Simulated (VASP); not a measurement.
# ZnO (P6_3/mmc) in VASP: a series of runs, part 2 of 3

VASP 6.6.1. Earlier steps stand in the parts before.

### Step 4. Single point, PBEsol

This run uses another cell than the first one, of 16.36 Å³/atom, 1.021 times its volume.

The input, INCAR:

```
PREC = Accurate ; ENCUT = 520
EDIFF = 1E-6 ; ISMEAR = -1
SIGMA = 0.05 ; LREAL = False
LASPH = True ; NELM = 80
ALGO = Normal ; ISIF = 2
LWAVE = False ; LCHARG = True
GGA = PS ; LELF = True
LVHAR = True ; NBANDS = 26
```

The input, KPOINTS:

```
Automatic mesh
0
Gamma
  9 9 4
```

The input, POSCAR:

```
ZnO
1.0
    3.2658996001      0.0000000000      0.0000000000
   -1.6329498000      2.8283520199      0.0000000000
    0.0000000000      0.0000000000      7.0825845970
Zn O
2 2
Direct
    0.0000000000      0.0000000000      0.2500000000
    0.0000000000      0.0000000000      0.7500000000
    0.6666666667      0.3333333333      0.7500000000
    0.3333333333      0.6666666667      0.2500000000
```

Potentials or basis: VASP PAW PBE potentials, release 64 (Zn, O).

Command:

```bash
$ cat potpaw_PBE.64/Zn/POTCAR potpaw_PBE.64/O/POTCAR > POTCAR
$ mpirun -np 1 vasp_std > vasp.out
```

It took 44 s on 1 thread of Intel Xeon 6975P-C, shared host; peak memory 0.21 GiB.

The run converged. Its results:

```yaml
Free_energy: -18.2934 eV
Pressure: -2.1 GPa
Band_gap_on_the_k_mesh: 0.75 eV, direct
```

Stress tensor (GPa, compression positive):
```
-2.66  0.00  0.00
 0.00 -2.66  0.00
 0.00  0.00 -0.85
```

Levels at points of the mesh, in eV from the valence-band top:
| k point | band 15 | band 16 | band 17 | band 18 | band 19 | band 20 | band 21 | band 22 |
| --- | --- | --- | --- | --- | --- | --- | --- | --- |
| (0.00, 0.00, 0.00) | -0.01 | -0.01 | 0.00 | 0.00 | 0.75 | 3.37 | 5.09 | 10.98 |
| (0.00, 0.00, 0.50) | 0.00 | 0.00 | 0.00 | 0.00 | 1.90 | 1.90 | 7.22 | 7.22 |

Caveat: the PAW data sets were made with another functional, which shifts forces and pressure a little.

### Step 5. Single point, LDA

This run uses another cell than the first one, of 16.69 Å³/atom, 1.042 times its volume.

The input, INCAR:

```
  PREC = Accurate
  ENCUT = 520
  EDIFF = 1E-6
  ISMEAR = -1
  SIGMA = 0.05
  LREAL = False
  LASPH = True
  NELM = 60
  ALGO = Normal
  ISIF = 2
  LWAVE = False
  LCHARG = True
  GGA = CA
  LELF = True
  LVHAR = True
  NBANDS = 26
```

The input, KPOINTS:

```
regular mesh
0
Gamma
  9 9 4
```

The input, POSCAR:

```
ZnO
1.0
    3.2879671587      0.0000000000      0.0000000000
   -1.6439835793      2.8474630862      0.0000000000
    0.0000000000      0.0000000000      7.1304413500
Zn O
2 2
Direct
    0.0000000000      0.0000000000      0.2500000000
    0.0000000000      0.0000000000      0.7500000000
    0.6666666667      0.3333333333      0.7500000000
    0.3333333333      0.6666666667      0.2500000000
```

Potentials or basis: VASP PAW LDA potentials, release 64 (Zn, O).

Command:

```bash
$ cat potpaw_LDA.64/Zn/POTCAR potpaw_LDA.64/O/POTCAR > POTCAR
$ mpirun -np 1 vasp_std > vasp.out
```

OUTCAR:

```text
PREC = Accurate
   ENCUT = 520
   EDIFF = 1E-6
   ISMEAR = -1
   LREAL = False
   LASPH = True
   NELM = 60
   ISIF = 2
   GGA = CA

 ion  position               nearest neighbor table
   1  0.000  0.000  0.250-   4 1.90   4 1.90   4 1.90
   2  0.000  0.000  0.750-   3 1.90   3 1.90   3 1.90
   3  0.667  0.333  0.750-   2 1.90   2 1.90   2 1.90
   4  0.333  0.667  0.250-   1 1.90   1 1.90   1 1.90

  LATTYP: Found a hexagonal cell.
 ALAT       =     3.2879671587
 C/A-ratio  =     2.1686473757

  Lattice vectors:

 A1 = (   3.2879671587,   0.0000000000,   0.0000000000)
 A2 = (  -1.6439835793,   2.8474630862,   0.0000000000)
 A3 = (   0.0000000000,   0.0000000000,   7.1304413500)

Analysis of symmetry for initial positions (statically):
=====================================================================
 Subroutine PRICEL returns:
 Original cell was already a primitive cell.

 Routine SETGRP: Setting up the symmetry group for a
 hexagonal supercell.

 Subroutine GETGRP returns: Found 24 space group operations
 (whereof 12 operations were pure point group operations)
 out of a pool of 24 trial point group operations.

The static configuration has the point symmetry D_3d.
 The point group associated with its full space group is D_6h.

Analysis of symmetry for dynamics (positions and initial velocities):
=====================================================================
 Subroutine PRICEL returns:
 Original cell was already a primitive cell.

 Routine SETGRP: Setting up the symmetry group for a
 hexagonal supercell.

 Subroutine GETGRP returns: Found 24 space group operations
 (whereof 12 operations were pure point group operations)
 out of a pool of 24 trial point group operations.

The dynamic configuration has the point symmetry D_3d.
 The point group associated with its full space group is D_6h.

 Subroutine INISYM returns: Found 24 space group operations
 (whereof 12 operations are pure point group operations),
 and found     1 'primitive' translations

----------------------------------------------------------------------------------------

                                     Primitive cell

  volume of cell :      66.7578

  direct lattice vectors                    reciprocal lattice vectors
     3.287967159  0.000000000  0.000000000     0.304139291  0.175594901  0.000000000
    -1.643983579  2.847463086  0.000000000     0.000000000  0.351189803  0.000000000
     0.000000000  0.000000000  7.130441350     0.000000000  0.000000000  0.140243773

  length of vectors
     3.287967159  3.287967159  7.130441350     0.351189803  0.351189803  0.140243773

  position of ions in fractional coordinates (direct lattice)
     0.000000000  0.000000000  0.250000000
     0.000000000  0.000000000  0.750000000
     0.666666667  0.333333333  0.750000000
     0.333333333  0.666666667  0.250000000

  ion indices of the primitive-cell ions
   primitive index   ion index
                 1           1
                 2           2
                 3           3
                 4           4

----------------------------------------------------------------------------------------

 KPOINTS: regular mesh

Automatic generation of k-mesh.
 Grid dimensions read from file:
 generate k-points for:    9    9    4

 Generating k-lattice:

  Cartesian coordinates                     Fractional coordinates (reciprocal lattice)
     0.033793255  0.019510545  0.000000000     0.111111111  0.000000000  0.000000000
     0.000000000  0.039021089  0.000000000     0.000000000  0.111111111  0.000000000
     0.000000000  0.000000000  0.035060943     0.000000000  0.000000000  0.250000000

  Length of vectors
     0.039021089  0.039021089  0.035060943

  Shift w.r.t. Gamma in fractional coordinates (k-lattice)
     0.000000000  0.000000000  0.000000000

 Subroutine IBZKPT returns following result:
 ===========================================

 Found     36 irreducible k-points:

 Following reciprocal coordinates:
            Coordinates               Weight
  0.000000  0.000000  0.000000      1.000000
  0.111111  0.000000  0.000000      6.000000
  0.222222  0.000000  0.000000      6.000000
  0.333333  0.000000  0.000000      6.000000
  0.444444  0.000000  0.000000      6.000000
  0.111111  0.111111  0.000000      6.000000
[... 16 lines left out ...]
  0.333333  0.222222  0.250000     24.000000
  0.333333  0.333333  0.250000      4.000000
 [... further k-points ...]
   k-points           NKPTS =     36   k-points in BZ     NKDIM =     36   number of bands    NBANDS=     26
   number of dos      NEDOS =    301   number of ions     NIONS =      4
   total plane-waves  NPLWV =  31104
   dimension x,y,z NGX =    24 NGY =   24 NGZ =   54
   dimension x,y,z NGXF=    48 NGYF=   48 NGZF=  108
   ions per type =               2   2
   NGX,Y,Z   is equivalent  to a cutoff of  12.13, 12.13, 12.59 a.u.
   NGXF,Y,Z  is equivalent  to a cutoff of  24.27, 24.27, 25.18 a.u.
 SYSTEM =  unknown system
   PREC   = accura    normal or accurate (medium, high low for compatibility)
   ISTART =      0    job   : 0-new  1-cont  2-samecut
   ICHARG =      2    charge: 1-file 2-atom 10-const
   ISPIN  =      1    spin polarized calculation?
   LNONCOLLINEAR =      F non collinear calculations
   LSORBIT =      F    spin-orbit coupling
   LASPH  =      T    aspherical Exc in radial PAW
   ENCUT  =  520.0 eV  38.22 Ry    6.18 a.u.   6.11  6.11 13.26*2*pi/ulx,y,z
   NELM   =     60;   NELMIN=  2; NELMDL= -5     # of ELM steps
   EDIFF  = 0.1E-05   stopping-criterion for ELM
   LREAL  =      F    real-space projection
   EDIFFG = 0.1E-04   stopping-criterion for IOM
   NSW    =      0    number of steps for IOM
   IBRION =     -1    ionic relax: 0-MD 1-quasi-New 2-CG
   NFREE  =      0    steps in history (QN), initial steepest desc. (CG)
   ISIF   =      2    stress and relaxation
   ISYM   =      2    0-nonsym 1-usesym 2-fastsym
   POTIM  = 0.5000    time-step for ionic-motion
   TEBEG  =    0.0;   TEEND  =   0.0 temperature during run
   PSTRESS=    0.0 pullay stress
   NELECT =      36.0000    total number of electrons
   NUPDOWN=      -1.0000    fix difference up-down
   EMIN   =  10.00;   EMAX   =-10.00  energy-range for DOS
   EFERMI =   0.00;   METHOD = LEGACY
   ISMEAR =    -1;   SIGMA  =   0.05  broadening in eV -4-tet -1-fermi 0-gaus
   EFERMI_NEDOS =   21; number of points for ismear=-14 and -15
   IALGO  =     38    algorithm
   IMIX   =      4    mixing-type and parameters
     AMIX     =   0.40;   BMIX     =  1.00
     AMIX_MAG =   1.60;   BMIX_MAG =  1.00
  volume/ion in A,a.u.               =      16.69       112.63
  Fermi-wavevector in a.u.,A,eV,Ry     =   1.332524  2.518105 24.158775  1.775620
  Thomas-Fermi vector in A             =   2.461452
   LORBIT       =      0    0 simple, 1 ext, 2 COOP (PROOUT), +10 PAW based schemes
   GGA     = CA    functional components
   LHFCALC =     F    Hartree Fock is set to
   AEXX    =    0.0000 exact exchange contribution
   IVDW    =     0    specifies the selected vdW correction
   LEPSILON=     F    determine dielectric tensor
   LRPA    =     F    only Hartree local field effects (RPA)
 non-spin polarized calculation
  energy-cutoff  :      520.00
  volume of cell :       66.76
 maximum number of plane-waves:      1824
   NGX = 13   NGY = 13   NGZ = 27

 number of electron      36.0000026 magnetization

 Free energy of the ion-electron system (eV)
  ---------------------------------------------------
  ext. energy  EPLUGINS =         0.00000000
  ---------------------------------------------------
  free energy    TOTEN  =       -19.76090556 eV

  energy without entropy =      -19.76089476  energy(sigma->0) =      -19.76090016

 E-fermi :  -0.7051     XC(G=0):  -9.5152

 val. band max:       -1.1526639697   @ k =   0.0000   0.0000   0.0000
 cond. band min:      -0.3945701755   @ k =   0.0000   0.0000   0.0000
 fundamental gap:      0.7580937941
 Fermi energy:        -0.7051183476

 k-point     1 :       0.0000    0.0000    0.0000
  band No.  band energies     occupation
      1     -18.2911      2.00000
      2     -18.2037      2.00000
      3      -7.3236      2.00000
      4      -7.3236      2.00000
      5      -7.3089      2.00000
      6      -7.3089      2.00000
[... 18 lines left out ...]
     25      11.5037      0.00000
     26      12.2910      0.00000
[... 644 lines left out ...]
      4      -6.8795      2.00000
      5      -6.4409      2.00000
      6      -6.4409      2.00000
[... 18 lines left out ...]
     25       8.4837      0.00000
     26       9.0253      0.00000

 [... further k-points ...]
[... 5 lines left out ...]
  --------------------------------------------------------------------------------------
  -------------------------------------------------------------------------------------
  Total       -4.2634712     -4.2634712     -0.7598493     -0.0000000      0.0000000      0.0000000
  in kB     -102.3226860   -102.3226860    -18.2362712     -0.0000000      0.0000000      0.0000000
  external PRESSURE =     -74.2938811 kB  Pullay stress =       0.0000000 kB

 VOLUME and BASIS-vectors are now :
 -----------------------------------------------------------------------------
  energy-cutoff  :      520.00
  volume of cell :       66.76
      direct lattice vectors                 reciprocal lattice vectors
     3.287967159  0.000000000  0.000000000     0.304139291  0.175594901  0.000000000
    -1.643983579  2.847463086  0.000000000     0.000000000  0.351189803  0.000000000
     0.000000000  0.000000000  7.130441350     0.000000000  0.000000000  0.140243773

 POSITION                                       TOTAL-FORCE (eV/Angst)
 -----------------------------------------------------------------------------------
      0.00000      0.00000      1.78261        -0.000000      0.000000      0.000000
      0.00000      0.00000      5.34783        -0.000000      0.000000     -0.000000
      1.64398      0.94915      5.34783         0.000000      0.000000     -0.000000
     -0.00000      1.89831      1.78261        -0.000000     -0.000000      0.000000
 -----------------------------------------------------------------------------------
    total drift:                               -0.000000      0.000000      0.000000

  FREE ENERGIE OF THE ION-ELECTRON SYSTEM (eV)
  ---------------------------------------------------
  free  energy   TOTEN  =       -19.7609055632 eV

  energy  without entropy=      -19.7608947581  energy(sigma->0) =      -19.76090016
```

OSZICAR:

```text
N       E                     dE             d eps       ncg     rms          rms(c)
DAV:   1     0.290623717064E+03    0.29062E+03   -0.17921E+04  1880   0.180E+03
DAV:   2     0.111700268452E+02   -0.27945E+03   -0.25876E+03  2012   0.386E+02
DAV:   3    -0.229168877131E+02   -0.34087E+02   -0.33711E+02  2096   0.139E+02
DAV:   4    -0.236212552910E+02   -0.70437E+00   -0.70327E+00  2094   0.215E+01
DAV:   5    -0.236254987053E+02   -0.42434E-02   -0.42430E-02  2070   0.165E+00    0.155E+01
DAV:   6    -0.197267556349E+02    0.38987E+01   -0.10097E+01  3204   0.732E+01    0.921E+00
DAV:   7    -0.198522070711E+02   -0.12545E+00   -0.31271E+00  2020   0.176E+01    0.554E+00
DAV:   8    -0.198331197510E+02    0.19087E-01   -0.98384E-01  2234   0.721E+00    0.200E+00
DAV:   9    -0.197584518863E+02    0.74668E-01   -0.17991E-01  2694   0.599E+00    0.428E-01
DAV:  10    -0.197608143275E+02   -0.23624E-02   -0.45202E-02  1916   0.148E+00    0.101E-01
DAV:  11    -0.197609140473E+02   -0.99720E-04   -0.47079E-04  2148   0.438E-01    0.430E-02
DAV:  12    -0.197609052322E+02    0.88151E-05   -0.15439E-04  2556   0.325E-01    0.913E-03
DAV:  13    -0.197609086109E+02   -0.33786E-05   -0.26627E-05  2876   0.702E-02    0.148E-02
DAV:  14    -0.197609055830E+02    0.30278E-05   -0.88442E-06  2214   0.259E-02    0.334E-03
DAV:  15    -0.197609055632E+02    0.19834E-07   -0.11661E-06  1154   0.106E-02
   1 F= -.19760906E+02 E0= -.19760900E+02  d E =-.108051E-04
```

Wall time 42 s (1 thread of Intel Xeon 6975P-C, shared host); peak memory 0.18 GiB.

Results:

```yaml
Free_energy: -19.7609 eV
Pressure: -7.4 GPa
Band_gap_on_the_k_mesh: 0.76 eV, direct
```

Stress tensor (GPa, compression positive):
```
-10.23   0.00   0.00
  0.00 -10.23   0.00
  0.00   0.00  -1.82
```

Levels at points of the mesh, in eV from the valence-band top:
```
           k point  band 15  band 16  band 17  band 18  band 19  band 20  band 21  band 22
(0.00, 0.00, 0.00)    -0.01    -0.01     0.00     0.00     0.76     3.31     5.07    10.81
(0.00, 0.00, 0.50)     0.00     0.00     0.00     0.00     1.89     1.89     7.14     7.14
```

A k mesh can miss the band edges.

(Continued in part 3 of 3.)
